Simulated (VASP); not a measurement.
Set up this calculation in VASP 6.6.1, as the native input.

| Quantity | Value |
| --- | --- |
| Task | electric field gradients |
| Functional | PBEsol |
| Potentials or basis | VASP PAW PBE potentials, release 64 (Ga_d, N) |
| Cutoff | 520 eV |
| k mesh | 13 × 13 × 13 |
| Occupations | fermi-dirac, width 0.02 eV |
| Spin | no spin polarisation |
| Dipole correction | no |
| Further INCAR settings | ALGO = Normal; EDIFF = 1e-08; NBANDS = 16 |

The structure of GaN lies in POSCAR:

```
GaN
1.0
    0.0000000000      1.9991196500      1.9991196500
    1.9991196500      0.0000000000      1.9991196500
    1.9991196500      1.9991196500      0.0000000000
Ga N
1 1
Direct
    0.5000000000      0.5000000000      0.5000000000
    0.0000000000      0.0000000000      0.0000000000
```

This cell differs from its parent crystal: volume scaled by 1.01.

The input as run:

INCAR

```
SYSTEM = GaN
PREC = Accurate
ENCUT = 520
EDIFF = 1E-8
ISMEAR = -1
SIGMA = 0.02
LREAL = .False.
LASPH = .True.
NELM = 100
ALGO = Normal
ISIF = 2
LWAVE = .False.
LCHARG = .False.
GGA = PS
LEFG = .True.
NBANDS = 16
```

KPOINTS

```
Automatic mesh
0
Gamma
  13 13 13
  0 0 0
```

Potentials or basis: VASP PAW PBE potentials, release 64 (Ga_d, N).

The run is started by

```console
$ cat potpaw_PBE.64/Ga_d/POTCAR potpaw_PBE.64/N/POTCAR > POTCAR
$ mpirun -np 1 vasp_std > vasp.out
```

It gave:

- Pressure: 54.8 GPa
- Band gap on the k mesh: 1.74 eV, indirect (least direct gap 5.07 eV)

Caveat: without QUAD_EFG the Cq values of the log hold for a quadrupole moment of 1 mb, not for the nuclei; the PAW data sets were made with another functional, which shifts forces and pressure a little.

Run time: 21 s on 1 thread of Intel(R) Xeon(R) Platinum 8259CL CPU @ 2.50GHz (Skylake/Cascade Lake), on a shared host, peak memory 0.15 GiB.
